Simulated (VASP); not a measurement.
## GdN: single point with r2SCAN

GdN:

```
Gd N
1.0
     3.38678    0.00000    0.00000
    -1.69339    2.93304    0.00000
     0.00000    0.00000    3.08011
Gd N
1 1
Direct
  0.00000 0.00000 0.00000
  0.66667 0.33333 0.50000
```

```
Program             : VASP 6.6.1
Task                : single point
Functional          : r2SCAN
Potentials or basis : VASP PAW PBE potentials, release 64 (Gd, N)
Cutoff              : 520 eV
k mesh              : 12 × 12 × 12
Occupations         : gaussian, width 0.05 eV
Spin                : collinear spin, ferromagnetic start
Starting moments    : [7.62, 0.0] μB
```

* Pressure: -0.1 GPa
* Net moment: 7.00 μB per cell
* Site moments: Gd +6.79; N -0.09 μB
* Valence electrons inside the program's atomic spheres: Gd 15.27; N 3.68

Stress tensor (GPa, compression positive):
```
-0.13  0.00  0.00
 0.00 -0.13  0.00
 0.00  0.00  0.00
```

Levels at points of the mesh, in eV from the Fermi level:
Spin up:
| k point | band 11 | band 12 | band 13 | band 14 | band 15 | band 16 | band 17 | band 18 | band 19 | band 20 |
| --- | --- | --- | --- | --- | --- | --- | --- | --- | --- | --- |
| (0.00, 0.00, 0.00) | -4.29 | -4.23 | -1.86 | -1.86 | -0.34 | 0.34 | 3.27 | 6.07 | 6.07 | 7.27 |
| (0.50, 0.00, 0.00) | -4.23 | -4.18 | -3.78 | -1.24 | -0.44 | 0.12 | 5.47 | 6.47 | 7.37 | 7.69 |
| (0.00, 0.00, 0.50) | -4.19 | -4.19 | -4.12 | -1.02 | -1.02 | 3.06 | 3.06 | 5.24 | 5.36 | 5.36 |
| (0.50, 0.00, 0.50) | -4.26 | -4.20 | -3.36 | -2.60 | -2.38 | 2.92 | 5.75 | 7.59 | 8.54 | 9.05 |
Spin down:
```
           k point  band 4  band 5  band 6  band 7  band 8  band 9  band 10  band 11  band 12  band 13
(0.00, 0.00, 0.00)  -19.45  -14.10   -1.81   -1.81   -0.27    0.60     1.91     2.72     2.72     2.83
(0.50, 0.00, 0.00)  -19.25  -12.62   -3.59   -1.50   -0.87    1.01     2.53     2.57     2.87     2.93
(0.00, 0.00, 0.50)  -19.54  -11.96   -4.35   -1.52   -1.52    2.20     2.56     2.99     3.02     3.02
(0.50, 0.00, 0.50)  -19.80  -13.35   -3.10   -2.54   -2.41    2.63     2.64     2.66     2.85     2.91
```

It took 7 min on 1 thread of Intel(R) Xeon(R) 6975P-C (Granite Rapids), on a shared host, peak memory 0.3 GiB.

Caveat: the PAW data sets were made with another functional, which shifts forces and pressure a little; spin-orbit coupling is left out, which moves the levels of the heavy elements; a cell with one magnetic atom can't hold antiferromagnetic order, which such compounds often take; semilocal functionals describe open f shells poorly, which spoils levels, moments and volumes. The state reached can hang on the start; a lower one may exist.
